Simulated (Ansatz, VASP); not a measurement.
Given: the input of a run of Ansatz 0.2.0 on CoO.

input.yaml

```yaml
crystal:
  lattice:
    - [2.797991048, 0.0, 0.0]
    - [-1.3989955191, 2.4231313233, 0.0]
    - [0.0, 0.0, 2.7307006334]
  atoms:
    - { symbol: Co, position: [0.0, 0.0, 0.0], spin: 2.0 }
    - { symbol: O, position: [0.6666666667, 0.3333333333, 0.5] }
hamiltonian:
  xc: pbe
  pseudopotentials: { kind: paw }
magnetization:
  spin_polarized: true
kpoints:
  mp_grid: { grid: [11, 11, 10] }
scf:
  occupations: { method: fermi_dirac, width: 0.05 }
output:
  forces: true
  stress: true
  eigenvalues: true
```

Potentials or basis: Ansatz PAW.

The run is started by

```bash
$ ansatz run input.yaml --threads 2 --pin off --max-ram 5120MiB --backend cpu --events-out ev --progress --plain --runs-dir out
```

Task: Set up the same calculation for VASP 6.6.1. Potentials there: VASP PAW PBE potentials, release 64 (Co_sv, O).

Result: As run (the cutoff follows the program's own potentials):

The input INCAR:

```
PREC = Accurate
ENCUT = 600
EDIFF = 1E-6
ISMEAR = -1
SIGMA = 0.05
LREAL = False
LASPH = True
NELM = 200
ALGO = Normal
ISIF = 2
LWAVE = False
LCHARG = False
ISPIN = 2
MAGMOM = 2 0
LORBIT = 11
LMAXMIX = 4
GGA = PE
NBANDS = 22
GGA_COMPAT = False
```

Contents of KPOINTS:

```
Automatic mesh
0
Gamma
  11 11 10
```

File POSCAR:

```
CoO
1.0
    2.7979910480      0.0000000000      0.0000000000
   -1.3989955191      2.4231313233      0.0000000000
    0.0000000000      0.0000000000      2.7307006334
Co O
1 1
Direct
    0.0000000000      0.0000000000      0.0000000000
    0.6666666667      0.3333333333      0.5000000000
```

Potentials or basis: VASP PAW PBE potentials, release 64 (Co_sv, O).

The run is started by

```sh
$ cat potpaw_PBE.64/Co_sv/POTCAR potpaw_PBE.64/O/POTCAR > POTCAR
$ mpirun -np 1 vasp_std > vasp.out
```

Both were run:

|  | VASP | Ansatz | Ansatz less VASP |
| --- | --- | --- | --- |
| gap on the k mesh at the Fermi level (eV) | none | none | - |
| pressure (GPa) | 0.6 | 3.1 | +2.50 |
| traceless stress, the component that is largest in VASP (GPa) | -1.06 | -0.98 | +0.085 |
| net moment per atom (μB) | 1.50 | 1.50 | 0.000 |
| size of the moment on the site where the two differ most (μB) | 2.53 | 2.50 | -0.028 |

Site moments also hang on the region over which each program counts them. A gap of «none» marks a metal or a gap that the smearing closes.
